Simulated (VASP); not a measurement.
# Si (Fd-3m) in VASP: single point with PBE

Aim: the single point of Si with PBE.

Program: VASP 6.6.1. These are calculated values, not measurements. Logs are shortened: lines on timing, memory, paths and dates and some standing lists are left out, and cuts for length are marked.

### Step 1. The cell of the first run

Symmetry: Fd-3m, No. 227, cubic system. Conventional cell: a = 5.470 Å, b = 5.470 Å, c = 5.470 Å, α = 90.00°, β = 90.00°, γ = 90.00°. Within 3.1 Å of Si (site symmetry -43m) lie 4 Si at 2.37 Å.

### Step 2. Single point, PBE

Input file INCAR:

```
ALGO     = Normal         # electronic algorithm
EDIFF    = 1E-6           # SCF threshold, eV
ENCUT    = 500            # plane-wave cutoff, eV
GGA      = PE             # functional
GGA_COMPAT= F            
ISIF     = 2              # what is computed and relaxed
ISMEAR   = 0              # smearing method
LASPH    = T              # aspherical terms in the spheres
LCHARG   = T              # write CHGCAR
LELF     = T              # ELF
LREAL    = F              # projectors in reciprocal space
LVHAR    = T            
LWAVE    = F              # write WAVECAR
NBANDS   = 11             # bands
NELM     = 120            # most SCF steps
PREC     = Accurate       # precision mode
SIGMA    = 0.02           # smearing width, eV
```

Input file KPOINTS:

```
k-points
0
Gamma
  12 12 12
```

Input file POSCAR:

```
Si
1.0
    0.0000000000      2.7351117756      2.7351117756
    2.7351117756      0.0000000000      2.7351117756
    2.7351117756      2.7351117756      0.0000000000
Si
2
Direct
    0.7500000000      0.7500000000      0.7500000000
    0.5000000000      0.5000000000      0.5000000000
```

Potentials or basis: VASP PAW PBE potentials, release 64 (Si).

On the command line:

```sh
$ cat potpaw_PBE.64/Si/POTCAR > POTCAR
$ mpirun -np 1 vasp_std > vasp.out
```

OUTCAR:

```text
EDIFF = 1E-6
   ENCUT = 500
   GGA = PE
   ISIF = 2
   ISMEAR = 0
   LASPH = T
   LREAL = F
   NELM = 120
   PREC = Accurate

 ion  position               nearest neighbor table
   1  0.750  0.750  0.750-   2 2.37   2 2.37   2 2.37   2 2.37
   2  0.500  0.500  0.500-   1 2.37   1 2.37   1 2.37   1 2.37

  LATTYP: Found a face centered cubic cell.
 ALAT       =     5.4702235512

  Lattice vectors:

 A1 = (   0.0000000000,   2.7351117756,   2.7351117756)
 A2 = (   2.7351117756,   0.0000000000,   2.7351117756)
 A3 = (   2.7351117756,   2.7351117756,   0.0000000000)

Analysis of symmetry for initial positions (statically):
=====================================================================
 Subroutine PRICEL returns:
 Original cell was already a primitive cell.

 Routine SETGRP: Setting up the symmetry group for a
 face centered cubic supercell.

 Subroutine GETGRP returns: Found 48 space group operations
 (whereof 24 operations were pure point group operations)
 out of a pool of 48 trial point group operations.

The static configuration has the point symmetry T_d .
 The point group associated with its full space group is O_h .

Analysis of symmetry for dynamics (positions and initial velocities):
=====================================================================
 Subroutine PRICEL returns:
 Original cell was already a primitive cell.

 Routine SETGRP: Setting up the symmetry group for a
 face centered cubic supercell.

 Subroutine GETGRP returns: Found 48 space group operations
 (whereof 24 operations were pure point group operations)
 out of a pool of 48 trial point group operations.

The dynamic configuration has the point symmetry T_d .
 The point group associated with its full space group is O_h .

 Subroutine INISYM returns: Found 48 space group operations
 (whereof 24 operations are pure point group operations),
 and found     1 'primitive' translations

----------------------------------------------------------------------------------------

                                     Primitive cell

  volume of cell :      40.9218

  direct lattice vectors                    reciprocal lattice vectors
     0.000000000  2.735111776  2.735111776    -0.182807885  0.182807885  0.182807885
     2.735111776  0.000000000  2.735111776     0.182807885 -0.182807885  0.182807885
     2.735111776  2.735111776  0.000000000     0.182807885  0.182807885 -0.182807885

  length of vectors
     3.868032168  3.868032168  3.868032168     0.316632546  0.316632546  0.316632546

  position of ions in fractional coordinates (direct lattice)
     0.750000000  0.750000000  0.750000000
     0.500000000  0.500000000  0.500000000

  ion indices of the primitive-cell ions
   primitive index   ion index
                 1           1
                 2           2

----------------------------------------------------------------------------------------

 KPOINTS: k-points

Automatic generation of k-mesh.
 Grid dimensions read from file:
 generate k-points for:   12   12   12

 Generating k-lattice:

  Cartesian coordinates                     Fractional coordinates (reciprocal lattice)
    -0.015233990  0.015233990  0.015233990     0.083333333  0.000000000  0.000000000
     0.015233990 -0.015233990  0.015233990     0.000000000  0.083333333  0.000000000
     0.015233990  0.015233990 -0.015233990     0.000000000  0.000000000  0.083333333

  Length of vectors
     0.026386045  0.026386045  0.026386045

  Shift w.r.t. Gamma in fractional coordinates (k-lattice)
     0.000000000  0.000000000  0.000000000

 Subroutine IBZKPT returns following result:
 ===========================================

 Found     72 irreducible k-points:

 Following reciprocal coordinates:
            Coordinates               Weight
  0.000000  0.000000  0.000000      1.000000
  0.083333  0.000000  0.000000      8.000000
  0.166667  0.000000  0.000000      8.000000
  0.250000  0.000000  0.000000      8.000000
  0.333333  0.000000  0.000000      8.000000
  0.416667  0.000000  0.000000      8.000000
[... 16 lines left out ...]
  0.500000  0.166667  0.000000     24.000000
 -0.416667  0.166667  0.000000     24.000000
 [... further k-points ...]
   k-points           NKPTS =     72   k-points in BZ     NKDIM =     72   number of bands    NBANDS=     11
   number of dos      NEDOS =    301   number of ions     NIONS =      2
   total plane-waves  NPLWV =  21952
   dimension x,y,z NGX =    28 NGY =   28 NGZ =   28
   dimension x,y,z NGXF=    56 NGYF=   56 NGZF=   56
   ions per type =               2
   NGX,Y,Z   is equivalent  to a cutoff of  12.03, 12.03, 12.03 a.u.
   NGXF,Y,Z  is equivalent  to a cutoff of  24.07, 24.07, 24.07 a.u.
 SYSTEM =  unknown system
   PREC   = accura    normal or accurate (medium, high low for compatibility)
   ISTART =      0    job   : 0-new  1-cont  2-samecut
   ICHARG =      2    charge: 1-file 2-atom 10-const
   ISPIN  =      1    spin polarized calculation?
   LNONCOLLINEAR =      F non collinear calculations
   LSORBIT =      F    spin-orbit coupling
   LASPH  =      T    aspherical Exc in radial PAW
   ENCUT  =  500.0 eV  36.75 Ry    6.06 a.u.   7.05  7.05  7.05*2*pi/ulx,y,z
   NELM   =    120;   NELMIN=  2; NELMDL= -5     # of ELM steps
   EDIFF  = 0.1E-05   stopping-criterion for ELM
   LREAL  =      F    real-space projection
   EDIFFG = 0.1E-04   stopping-criterion for IOM
   NSW    =      0    number of steps for IOM
   IBRION =     -1    ionic relax: 0-MD 1-quasi-New 2-CG
   NFREE  =      0    steps in history (QN), initial steepest desc. (CG)
   ISIF   =      2    stress and relaxation
   ISYM   =      2    0-nonsym 1-usesym 2-fastsym
   POTIM  = 0.5000    time-step for ionic-motion
   TEBEG  =    0.0;   TEEND  =   0.0 temperature during run
   PSTRESS=    0.0 pullay stress
   NELECT =       8.0000    total number of electrons
   NUPDOWN=      -1.0000    fix difference up-down
   EMIN   =  10.00;   EMAX   =-10.00  energy-range for DOS
   EFERMI =   0.00;   METHOD = LEGACY
   ISMEAR =     0;   SIGMA  =   0.02  broadening in eV -4-tet -1-fermi 0-gaus
   EFERMI_NEDOS =   21; number of points for ismear=-14 and -15
   IALGO  =     38    algorithm
   IMIX   =      4    mixing-type and parameters
     AMIX     =   0.40;   BMIX     =  1.00
     AMIX_MAG =   1.60;   BMIX_MAG =  1.00
  volume/ion in A,a.u.               =      20.46       138.08
  Fermi-wavevector in a.u.,A,eV,Ry     =   0.950137  1.795499 12.282810  0.902761
  Thomas-Fermi vector in A             =   2.078486
   LORBIT       =      0    0 simple, 1 ext, 2 COOP (PROOUT), +10 PAW based schemes
   GGA     = PE    functional components
   LHFCALC =     F    Hartree Fock is set to
   AEXX    =    0.0000 exact exchange contribution
   IVDW    =     0    specifies the selected vdW correction
   LEPSILON=     F    determine dielectric tensor
   LRPA    =     F    only Hartree local field effects (RPA)
 non-spin polarized calculation
 Gauss-broadening in eV      SIGMA  =   0.02
  energy-cutoff  :      500.00
  volume of cell :       40.92
 maximum number of plane-waves:      1056
   NGX = 15   NGY = 15   NGZ = 15

 number of electron       8.0000000 magnetization

 Free energy of the ion-electron system (eV)
  ---------------------------------------------------
  ext. energy  EPLUGINS =         0.00000000
  ---------------------------------------------------
  free energy    TOTEN  =       -10.84975719 eV

  energy without entropy =      -10.84975719  energy(sigma->0) =      -10.84975719

 E-fermi :   5.6865     XC(G=0):  -9.3244

 val. band max:        5.6075236591   @ k =   0.0000   0.0000   0.0000
 cond. band min:       6.2192463711   @ k =   0.4167   0.4167   0.0000
 fundamental gap:      0.6117227120
 Fermi energy:         5.6864759371

 k-point     1 :       0.0000    0.0000    0.0000
  band No.  band energies     occupation
      1      -6.2015      2.00000
      2       5.6075      2.00000
      3       5.6075      2.00000
      4       5.6075      2.00000
      5       8.1643      0.00000
      6       8.1643      0.00000
      7       8.1643      0.00000
      8       8.7320      0.00000
      9      13.3165      0.00000
     10      13.3165      0.00000
     11      13.4815      0.00000

 k-point     2 :       0.0833    0.0000    0.0000
  band No.  band energies     occupation
      1      -6.1122      2.00000
      2       4.7499      2.00000
      3       5.4674      2.00000
      4       5.4674      2.00000
      5       8.1701      0.00000
      6       8.3708      0.00000
      7       8.3708      0.00000
      8       9.4366      0.00000
      9      13.0528      0.00000
     10      13.0528      0.00000
     11      13.8604      0.00000

 k-point     3 :       0.1667    0.0000    0.0000
  band No.  band energies     occupation
      1      -5.8471      2.00000
      2       3.2451      2.00000
      3       5.1672      2.00000
      4       5.1672      2.00000
      5       7.8907      0.00000
      6       8.7992      0.00000
      7       8.7992      0.00000
      8      10.8790      0.00000
      9      12.6929      0.00000
     10      12.6929      0.00000
     11      14.6047      0.00000

 k-point     4 :       0.2500    0.0000    0.0000
  band No.  band energies     occupation
      1      -5.4172      2.00000
      2       1.7229      2.00000
      3       4.8631      2.00000
      4       4.8631      2.00000
      5       7.5642      0.00000
      6       9.0973      0.00000
      7       9.0973      0.00000
      8      12.3520      0.00000
      9      12.7947      0.00000
     10      12.7947      0.00000
     11      14.5348      0.00000

 k-point     5 :       0.3333    0.0000    0.0000
  band No.  band energies     occupation
      1      -4.8525      2.00000
      2       0.3406      2.00000
      3       4.6258      2.00000
      4       4.6258      2.00000
      5       7.2973      0.00000
      6       9.1110      0.00000
      7       9.1110      0.00000
      8      13.3875      0.00000
      9      13.5612      0.00000
     10      13.5612      0.00000
     11      14.5832      0.00000
[... 211 lines left out ...]
 k-point    21 :       0.3333    0.1667    0.0000
  band No.  band energies     occupation
      1      -4.9271      2.00000
      2       1.2059      2.00000
      3       3.6485      2.00000
      4       3.9005      2.00000
      5       7.5765      0.00000
      6       9.6124      0.00000
      7      10.1082      0.00000
      8      10.6394      0.00000
      9      14.5600      0.00000
     10      14.6343      0.00000
     11      15.9471      0.00000

 k-point    22 :       0.4167    0.1667    0.0000
  band No.  band energies     occupation
      1      -4.3327      2.00000
      2      -0.0021      2.00000
      3       3.2159      2.00000
      4       3.8169      2.00000
      5       7.6202      0.00000
      6       9.7970      0.00000
      7      10.4738      0.00000
      8      10.6303      0.00000
      9      15.4356      0.00000
     10      15.7284      0.00000
     11      16.2498      0.00000

 k-point    23 :       0.5000    0.1667    0.0000
  band No.  band energies     occupation
      1      -3.7653      2.00000
      2      -0.9132      2.00000
      3       2.8780      2.00000
      4       3.8684      2.00000
      5       7.6473      0.00000
      6       9.6670      0.00000
      7      10.2116      0.00000
      8      11.9702      0.00000
      9      14.9543      0.00000
     10      16.0105      0.00000
     11      17.2540      0.00000

 k-point    24 :      -0.4167    0.1667    0.0000
  band No.  band energies     occupation
      1      -3.6549      2.00000
      2      -1.0679      2.00000
      3       2.6700      2.00000
      4       4.0475      2.00000
      5       7.7823      0.00000
      6       9.6269      0.00000
      7       9.9898      0.00000
      8      13.5013      0.00000
      9      14.0664      0.00000
     10      14.3403      0.00000
     11      16.6728      0.00000

 [... further k-points ...]

------------------------ aborting loop because EDIFF is reached ----------------------------------------

  FORCE on cell =-STRESS in cart. coord.  units (eV):
  Direction    XX          YY          ZZ          XY          YZ          ZX
  --------------------------------------------------------------------------------------
  -------------------------------------------------------------------------------------
  Total       -0.0193997     -0.0193997     -0.0193997      0.0000000      0.0000000      0.0000000
  in kB       -0.7595408     -0.7595408     -0.7595408      0.0000000      0.0000000      0.0000000
  external PRESSURE =      -0.7595408 kB  Pullay stress =       0.0000000 kB

 VOLUME and BASIS-vectors are now :
 -----------------------------------------------------------------------------
  energy-cutoff  :      500.00
  volume of cell :       40.92
      direct lattice vectors                 reciprocal lattice vectors
     0.000000000  2.735111776  2.735111776    -0.182807885  0.182807885  0.182807885
     2.735111776  0.000000000  2.735111776     0.182807885 -0.182807885  0.182807885
     2.735111776  2.735111776  0.000000000     0.182807885  0.182807885 -0.182807885

 POSITION                                       TOTAL-FORCE (eV/Angst)
 -----------------------------------------------------------------------------------
      4.10267      4.10267      4.10267        -0.000000     -0.000000     -0.000000
      2.73511      2.73511      2.73511         0.000000      0.000000      0.000000
 -----------------------------------------------------------------------------------
    total drift:                                0.000000      0.000000     -0.000000

  FREE ENERGIE OF THE ION-ELECTRON SYSTEM (eV)
  ---------------------------------------------------
  free  energy   TOTEN  =       -10.8497571904 eV

  energy  without entropy=      -10.8497571904  energy(sigma->0) =      -10.84975719
```

Run time: 39 s. Hardware: 1 thread of Intel Xeon 8259CL, shared host; peak memory 0.16 GiB.

Results:

| Quantity | Value |
| --- | --- |
| Free energy | -10.8498 eV |
| Pressure | -0.1 GPa |
| Band gap on the k mesh | 0.61 eV (least direct gap 2.56 eV) |

A k mesh can miss the band edges. Expect the measured gap to be larger: semilocal functionals such as PBE lack the derivative discontinuity.
